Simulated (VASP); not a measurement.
# BN (P6_3/mmc) in VASP: further runs

Runs on BN. Level: PBEsol. Tasks: relaxation of cell and atoms.

All numbers are computed with VASP 6.6.1; they aren't measurements. Logs are shortened: lines on timing, memory, paths and dates and some standing lists are left out, and cuts for length are marked.

## (1) The cell of the first run

Symmetry: P6_3/mmc, No. 194, hexagonal system. The conventional cell has a = 2.431 Å, b = 2.431 Å, c = 5.974 Å, α = 90.00°, β = 90.00°, γ = 120.00°. B (site symmetry -6m2) has 3 N at 1.40 Å within 1.9 Å. Within 1.9 Å of N (site symmetry -6m2) lie 3 B at 1.40 Å.

## (2) Relaxation of cell and atoms, PBEsol, target pressure 12 GPa, at which the enthalpy is minimised

INCAR reads:

```
SYSTEM = BN
  PREC = Accurate
  ENCUT = 600
  EDIFF = 1E-7
  ISMEAR = 0
  SIGMA = 0.02
  LREAL = .False.
  LASPH = .True.
  NELM = 60
  ALGO = Normal
  ISIF = 3
  LWAVE = .False.
  LCHARG = .False.
  GGA = PS
  IBRION = 2
  NSW = 70
  EDIFFG = -0.008
  PSTRESS = 120.0
```

KPOINTS reads:

```
regular mesh
0
Gamma
  12 12 4
  0 0 0
```

POSCAR reads:

```
BN
1.0
    2.4309735776      0.0000000000      0.0000000000
   -1.2154867888      2.1052848741      0.0000000000
    0.0000000000      0.0000000000      5.9735603650
B N
2 2
Direct
    0.3333333333      0.6666666667      0.2500000000
    0.6666666667      0.3333333333      0.7500000000
    0.3333333333      0.6666666667      0.7500000000
    0.6666666667      0.3333333333      0.2500000000
```

Potentials or basis: VASP PAW PBE potentials, release 64 (B, N).

Launch:

```console
cat potpaw_PBE.64/B/POTCAR potpaw_PBE.64/N/POTCAR > POTCAR
mpirun -np 1 vasp_std > vasp.out
```

OUTCAR:

```text
SYSTEM = BN
   PREC = Accurate
   ENCUT = 600
   EDIFF = 1E-7
   ISMEAR = 0
   LREAL = .False.
   LASPH = .True.
   NELM = 60
   ISIF = 3
   GGA = PS
   IBRION = 2
   NSW = 70
   EDIFFG = -0.008
   PSTRESS = 120.0

 ion  position               nearest neighbor table
   1  0.333  0.667  0.250-   4 1.40   4 1.40   4 1.40
   2  0.667  0.333  0.750-   3 1.40   3 1.40   3 1.40
   3  0.333  0.667  0.750-   2 1.40   2 1.40   2 1.40
   4  0.667  0.333  0.250-   1 1.40   1 1.40   1 1.40

  LATTYP: Found a hexagonal cell.
 ALAT       =     2.4309735776
 C/A-ratio  =     2.4572707906

  Lattice vectors:

 A1 = (   2.4309735776,   0.0000000000,   0.0000000000)
 A2 = (  -1.2154867888,   2.1052848741,   0.0000000000)
 A3 = (   0.0000000000,   0.0000000000,   5.9735603650)

Analysis of symmetry for initial positions (statically):
=====================================================================
 Subroutine PRICEL returns:
 Original cell was already a primitive cell.

 Routine SETGRP: Setting up the symmetry group for a
 hexagonal supercell.

 Subroutine GETGRP returns: Found 24 space group operations
 (whereof 12 operations were pure point group operations)
 out of a pool of 24 trial point group operations.

The static configuration has the point symmetry D_3d.
 The point group associated with its full space group is D_6h.

Analysis of symmetry for dynamics (positions and initial velocities):
=====================================================================
 Subroutine PRICEL returns:
 Original cell was already a primitive cell.

 Routine SETGRP: Setting up the symmetry group for a
 hexagonal supercell.

 Subroutine GETGRP returns: Found 24 space group operations
 (whereof 12 operations were pure point group operations)
 out of a pool of 24 trial point group operations.

The dynamic configuration has the point symmetry D_3d.
 The point group associated with its full space group is D_6h.

 Subroutine INISYM returns: Found 24 space group operations
 (whereof 12 operations are pure point group operations),
 and found     1 'primitive' translations

----------------------------------------------------------------------------------------

                                     Primitive cell

  volume of cell :      30.5720

  direct lattice vectors                    reciprocal lattice vectors
     2.430973578  0.000000000  0.000000000     0.411357824  0.237497550  0.000000000
    -1.215486789  2.105284874  0.000000000     0.000000000  0.474995100  0.000000000
     0.000000000  0.000000000  5.973560365     0.000000000  0.000000000  0.167404352

  length of vectors
     2.430973578  2.430973578  5.973560365     0.474995100  0.474995100  0.167404352

  position of ions in fractional coordinates (direct lattice)
     0.333333333  0.666666667  0.250000000
     0.666666667  0.333333333  0.750000000
     0.333333333  0.666666667  0.750000000
     0.666666667  0.333333333  0.250000000

  ion indices of the primitive-cell ions
   primitive index   ion index
                 1           1
                 2           2
                 3           3
                 4           4

----------------------------------------------------------------------------------------

 KPOINTS: regular mesh

Automatic generation of k-mesh.
 Grid dimensions read from file:
 generate k-points for:   12   12    4

 Generating k-lattice:

  Cartesian coordinates                     Fractional coordinates (reciprocal lattice)
     0.034279819  0.019791463  0.000000000     0.083333333 -0.000000000  0.000000000
     0.000000000  0.039582925  0.000000000     0.000000000  0.083333333  0.000000000
     0.000000000  0.000000000  0.041851088     0.000000000  0.000000000  0.250000000

  Length of vectors
     0.039582925  0.039582925  0.041851088

  Shift w.r.t. Gamma in fractional coordinates (k-lattice)
     0.000000000  0.000000000  0.000000000

 Subroutine IBZKPT returns following result:
 ===========================================

 Found     57 irreducible k-points:

 Following reciprocal coordinates:
            Coordinates               Weight
  0.000000  0.000000  0.000000      1.000000
  0.083333  0.000000  0.000000      6.000000
  0.166667  0.000000  0.000000      6.000000
  0.250000  0.000000  0.000000      6.000000
  0.333333  0.000000  0.000000      6.000000
  0.416667 -0.000000  0.000000      6.000000
[... 16 lines left out ...]
  0.250000  0.000000  0.250000     12.000000
  0.333333  0.000000  0.250000     12.000000
 [... further k-points ...]
   k-points           NKPTS =     57   k-points in BZ     NKDIM =     57   number of bands    NBANDS=     12
   number of dos      NEDOS =    301   number of ions     NIONS =      4
   total plane-waves  NPLWV =  19200
   dimension x,y,z NGX =    20 NGY =   20 NGZ =   48
   dimension x,y,z NGXF=    40 NGYF=   40 NGZF=   96
   ions per type =               2   2
   NGX,Y,Z   is equivalent  to a cutoff of  13.68, 13.68, 13.36 a.u.
   NGXF,Y,Z  is equivalent  to a cutoff of  27.35, 27.35, 26.72 a.u.
 SYSTEM =  BN
   PREC   = accura    normal or accurate (medium, high low for compatibility)
   ISTART =      0    job   : 0-new  1-cont  2-samecut
   ICHARG =      2    charge: 1-file 2-atom 10-const
   ISPIN  =      1    spin polarized calculation?
   LNONCOLLINEAR =      F non collinear calculations
   LSORBIT =      F    spin-orbit coupling
   LASPH  =      T    aspherical Exc in radial PAW
   ENCUT  =  600.0 eV  44.10 Ry    6.64 a.u.   4.86  4.86 11.93*2*pi/ulx,y,z
   NELM   =     60;   NELMIN=  2; NELMDL= -5     # of ELM steps
   EDIFF  = 0.1E-06   stopping-criterion for ELM
   LREAL  =      F    real-space projection
   EDIFFG = -.8E-02   stopping-criterion for IOM
   NSW    =     70    number of steps for IOM
   IBRION =      2    ionic relax: 0-MD 1-quasi-New 2-CG
   NFREE  =      1    steps in history (QN), initial steepest desc. (CG)
   ISIF   =      3    stress and relaxation
   ISYM   =      2    0-nonsym 1-usesym 2-fastsym
   POTIM  = 0.5000    time-step for ionic-motion
   TEBEG  =    0.0;   TEEND  =   0.0 temperature during run
   PSTRESS=  120.0 pullay stress
   NELECT =      16.0000    total number of electrons
   NUPDOWN=      -1.0000    fix difference up-down
   EMIN   =  10.00;   EMAX   =-10.00  energy-range for DOS
   EFERMI =   0.00;   METHOD = LEGACY
   ISMEAR =     0;   SIGMA  =   0.02  broadening in eV -4-tet -1-fermi 0-gaus
   EFERMI_NEDOS =   21; number of points for ismear=-14 and -15
   IALGO  =     38    algorithm
   IMIX   =      4    mixing-type and parameters
     AMIX     =   0.40;   BMIX     =  1.00
     AMIX_MAG =   1.60;   BMIX_MAG =  1.00
  volume/ion in A,a.u.               =       7.64        51.58
  Fermi-wavevector in a.u.,A,eV,Ry     =   1.319289  2.493095 23.681270  1.740524
  Thomas-Fermi vector in A             =   2.449198
   LORBIT       =      0    0 simple, 1 ext, 2 COOP (PROOUT), +10 PAW based schemes
   GGA     = PS    functional components
   LHFCALC =     F    Hartree Fock is set to
   AEXX    =    0.0000 exact exchange contribution
   IVDW    =     0    specifies the selected vdW correction
   LEPSILON=     F    determine dielectric tensor
   LRPA    =     F    only Hartree local field effects (RPA)
 conjugate gradient relaxation of ions
 non-spin polarized calculation
 Gauss-broadening in eV      SIGMA  =   0.02
  energy-cutoff  :      600.00
  volume of cell :       30.57
 maximum number of plane-waves:      1041
 NGX is ok and might be reduce to    20
   NGX =  9   NGY =  9   NGZ = 23

--------------------------------------- Ionic step        1  -------------------------------------------

 number of electron      16.0000001 magnetization

 Free energy of the ion-electron system (eV)
  ---------------------------------------------------
  ext. energy  EPLUGINS =         0.00000000
  ---------------------------------------------------
  free energy    TOTEN  =       -36.26830142 eV

  energy without entropy =      -36.26830142  energy(sigma->0) =      -36.26830142

------------------------ aborting loop because EDIFF is reached ----------------------------------------

  FORCE on cell =-STRESS in cart. coord.  units (eV):
  Direction    XX          YY          ZZ          XY          YZ          ZX
  --------------------------------------------------------------------------------------
  -------------------------------------------------------------------------------------
  Total        7.9100204      7.9100204      1.1350428      0.0000000      0.0000000      0.0000000
  in kB      414.5374985    414.5374985     59.4837662      0.0000000      0.0000000      0.0000000
  external PRESSURE =     176.1862544 kB  Pullay stress =     120.0000000 kB
[... 103 lines left out ...]
  energy  without entropy=      -36.4826769443  energy(sigma->0) =      -36.48267694

  enthalpy is  TOTEN    =       -34.0991937029 eV   P V=        2.3834832414

[... ionic steps 4 to 9 ...]

--------------------------------------- Ionic step       10  -------------------------------------------

 number of electron      16.0000000 magnetization

------------------------ aborting loop because EDIFF is reached ----------------------------------------
[... 75 lines left out ...]
--------------------------------------- Ionic step       12  -------------------------------------------

 number of electron      16.0000000 magnetization

 Free energy of the ion-electron system (eV)
  ---------------------------------------------------
  ext. energy  EPLUGINS =         0.00000000
  ---------------------------------------------------
  free energy    TOTEN  =       -36.36993412 eV

  energy without entropy =      -36.36993412  energy(sigma->0) =      -36.36993412

 E-fermi :   4.2145     XC(G=0): -11.5155

 val. band max:        4.0662938036   @ k =   0.2500   0.2500   0.0000
 cond. band min:       7.9506931912   @ k =   0.5000   0.0000   0.2500
 fundamental gap:      3.8843993875
 Fermi energy:         4.2145264078

 k-point     1 :       0.0000    0.0000    0.0000
  band No.  band energies     occupation
      1     -14.3820      2.00000
      2     -13.3623      2.00000
      3      -3.5542      2.00000
      4       1.1314      2.00000
      5       2.5494      2.00000
      6       2.5494      2.00000
      7       2.7367      2.00000
      8       2.7367      2.00000
      9      10.6246      0.00000
     10      15.3893      0.00000
     11      15.3893      0.00000
     12      15.8504      0.00000
[... 331 lines left out ...]
 k-point    24 :       0.3333    0.0000    0.2500
  band No.  band energies     occupation
      1     -12.1614      2.00000
      2     -11.6237      2.00000
      3      -3.1815      2.00000
      4      -2.9051      2.00000
      5      -0.0959      2.00000
      6       0.2251      2.00000
      7       0.4237      2.00000
      8       2.6232      2.00000
      9      10.3892      0.00000
     10      12.0948      0.00000
     11      13.8945      0.00000
     12      14.0957      0.00000

 [... further k-points ...]
[... 5 lines left out ...]
  --------------------------------------------------------------------------------------
  -------------------------------------------------------------------------------------
  Total        2.2205159      2.2205159      2.2531518      0.0000000     -0.0000000      0.0000000
  in kB      119.6157830    119.6157830    121.3738318      0.0000000     -0.0000000      0.0000000
  external PRESSURE =       0.2017993 kB  Pullay stress =     120.0000000 kB
[... 23 lines left out ...]
  energy  without entropy=      -36.3699341242  energy(sigma->0) =      -36.36993412

  enthalpy is  TOTEN    =       -34.1422857305 eV   P V=        2.2276483937

 reached required accuracy - stopping structural energy minimisation
```

It took 92 s on 1 thread of Intel Xeon Platinum 8488C (Sapphire Rapids), shared host; peak memory 0.16 GiB.

What came out:

| Quantity | Value |
| --- | --- |
| Free energy | -36.3699 eV |
| Relaxed volume | 7.44 Å³/atom |
| Relaxed cell | a = 2.485 Å, b = 2.485 Å, c = 5.560 Å, α = 90.00°, β = 90.00°, γ = 120.00° |
| Space group after relaxing (to 0.05 Å) | P6_3/mmc (No. 194) |
| Energy change on relaxing (the enthalpy is what falls) | -25.4 meV/atom |
| Ionic steps | 12 |
| Pressure after relaxing | 12.0 GPa |
| Band gap on the k mesh | 3.88 eV, indirect (least direct gap 4.25 eV) |

Stress tensor (GPa, compression positive):
```
11.96  0.00  0.00
 0.00 11.96  0.00
 0.00  0.00 12.14
```

Step by step:
| step | energy change (eV) | largest force (eV/Å) | pressure (GPa) | volume (Å³) |
| --- | --- | --- | --- | --- |
| 1 | 0.0000 | 0.0000 | 29.62 | 30.57 |
| 2 | 0.0578 | 0.0000 | -22.24 | 34.37 |
| 3 | -0.2144 | 0.0000 | 8.68 | 31.82 |
| 4 | -0.2107 | 0.0000 | 9.46 | 31.77 |
| 5 | -0.1947 | 0.0000 | 9.88 | 31.36 |
| 6 | -0.1386 | 0.0000 | 11.28 | 30.28 |
| 7 | 0.0598 | 0.0000 | 15.89 | 28.11 |
| 8 | -0.1085 | 0.0000 | 12.02 | 29.83 |
| 9 | -0.1035 | 0.0000 | 12.13 | 29.77 |
| 10 | -0.1005 | 0.0000 | 12.20 | 29.73 |
| 11 | -0.1051 | 0.0000 | 11.45 | 29.79 |
| 12 | -0.1016 | 0.0000 | 12.02 | 29.74 |

Final structure:
```
CELL_PARAMETERS angstrom
2.48531 0.00000 0.00000
-1.24265 2.15234 0.00000
0.00000 0.00000 5.56013
ATOMIC_POSITIONS crystal
B 0.33333 0.66667 0.25000
B 0.66667 0.33333 0.75000
N 0.33333 0.66667 0.75000
N 0.66667 0.33333 0.25000
```

Caveat: the cell is relaxed towards a set pressure, so the enthalpy falls and the energy may rise; the PAW data sets were made with another functional, which shifts forces and pressure a little. A k mesh can miss the band edges.

(Continued in part 2 of 2.)
